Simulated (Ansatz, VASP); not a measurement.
**Two plane-wave programs on P**

The input INCAR:

```
ALGO = Normal
EDIFF = 1E-6
ENCUT = 520
GGA = PE
ISIF = 2
ISMEAR = 0
LASPH = T
LCHARG = F
LREAL = F
LWAVE = F
NBANDS = 18
NELM = 60
PREC = Accurate
SIGMA = 0.02
```

File KPOINTS:

```
k-points
0
Gamma
  8 1 6
```

POSCAR

```
P
1.0
    3.2535728080      0.0000000000      0.0000000000
    0.0000000000     34.3400215244      0.0000000000
    0.0000000000      0.0000000000      4.5654447043
P
4
Direct
    0.0000000000      0.9691626738      0.5860557252
    0.0000000000      0.0308373262      0.4139442748
    0.5000000000      0.0308373262      0.0860557252
    0.5000000000      0.9691626738      0.9139442748
```

Input for Ansatz:

```yaml
crystal:
  lattice:
    - [3.2535727812, 0.0, 0.0]
    - [0.0, 34.3400218685, 0.0]
    - [0.0, 0.0, 4.565444734]
  atoms:
    - { symbol: P, position: [0.0, 0.9691626745, 0.5860557308] }
    - { symbol: P, position: [0.0, 0.0308373255, 0.4139442692] }
    - { symbol: P, position: [0.5, 0.0308373255, 0.0860557308] }
    - { symbol: P, position: [0.5, 0.9691626745, 0.9139442692] }
basis:
  ecutwfc: 420
kpoints:
  mp_grid: { grid: [8, 1, 6] }
  band_path: { path: [VBM, CBM], npoints: 2 }
hamiltonian:
  xc: pbe
scf:
  occupations: { method: gaussian, width: 0.02 }
output:
  forces: true
  stress: true
  eigenvalues: true
checkpoint:
  read: start.run
  write: ck
  compress: false
  write_wavefunctions: false
  write_every: 100000
```

Alike in both runs: task single point; functional PBE; k mesh 8 × 1 × 6; occupations gaussian, width 0.02 eV; no spin polarisation.

|  | VASP | Ansatz |
| --- | --- | --- |
| version | VASP 6.6.1 | Ansatz 0.2.0 |
| potentials or method | VASP PAW PBE potentials, release 64 (P), cutoff 520 eV | scalar-relativistic, plane waves, PAW |
| valence electrons in the cell | 20 | 20 |

|  | VASP | Ansatz | Ansatz less VASP |
| --- | --- | --- | --- |
| gap on the k mesh at the Fermi level (eV) | 0.79 | 0.77 | -0.017 |
| least direct gap on the mesh (eV) | 0.79 | 0.77 | -0.017 |
| rms of the force components (eV/Å) | 0.030 | 0.003 | -0.0267 |

Atom by atom the forces differ by 0.030 eV/Å (rms over components). The functional is the same, so the differences come from potentials, cutoffs and numerics.
